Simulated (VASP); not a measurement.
Wanted: the native input for a VASP 6.6.1 run.

* Task: relaxation of cell and atoms
* Functional: PBEsol
* Potentials or basis: VASP PAW PBE potentials, release 64 (Na_pv)
* Cutoff: 600 eV
* k mesh: 13 × 13 × 13
* Occupations: fermi-dirac, width 0.1 eV
* Spin: no spin polarisation
* Target pressure: 0.29 GPa
* Dipole correction: no
* Further INCAR settings: ALGO = Normal; EDIFF = 1e-07; IBRION = 2; EDIFFG = -0.005; NSW = 60; ISIF = 3

The structure of Na lies in POSCAR:

```
Na
1.0
   -2.0644408667      2.0644408667      2.0644408667
    2.0644408667     -2.0644408667      2.0644408667
    2.0644408667      2.0644408667     -2.0644408667
Na
1
Direct
    0.0000000000      0.0000000000      0.0000000000
```

The input as run:

INCAR

```
SYSTEM = Na
PREC = Accurate
ENCUT = 600
EDIFF = 1E-7
ISMEAR = -1
SIGMA = 0.1
LREAL = .False.
LASPH = .True.
NELM = 100
ALGO = Normal
ISIF = 3
LWAVE = .False.
LCHARG = .False.
GGA = PS
IBRION = 2
NSW = 60
EDIFFG = -0.005
PSTRESS = 2.9
```

KPOINTS

```
Automatic mesh
0
Gamma
  13 13 13
  0 0 0
```

Potentials or basis: VASP PAW PBE potentials, release 64 (Na_pv).

Launch:

```console
$ cat potpaw_PBE.64/Na_pv/POTCAR > POTCAR
$ mpirun -np 1 vasp_std > vasp.out
```

Results of the run:

The relaxed volume is 35.16 Å³/atom. The relaxed cell is a = 3.575 Å, b = 3.575 Å, c = 3.575 Å, α = 109.47°, β = 109.47°, γ = 109.47°, the space group after relaxing (to 0.1 Å) is Im-3m (No. 229) and the energy change on relaxing (the run minimises the enthalpy) is +0.1 meV/atom. The ionic steps are 2, the pressure after relaxing is 0.3 GPa and the band gap on the k mesh is zero (an odd number of electrons rules out a gap without spin polarisation).

Caveat: the cell is relaxed towards a set pressure, so the run minimises the enthalpy, not the energy; the PAW data sets were made with another functional, which shifts forces and pressure a little.

Run time: 12 s on 1 thread of Intel(R) Xeon(R) 6975P-C (Granite Rapids), with other jobs on the host, peak memory 0.16 GiB.
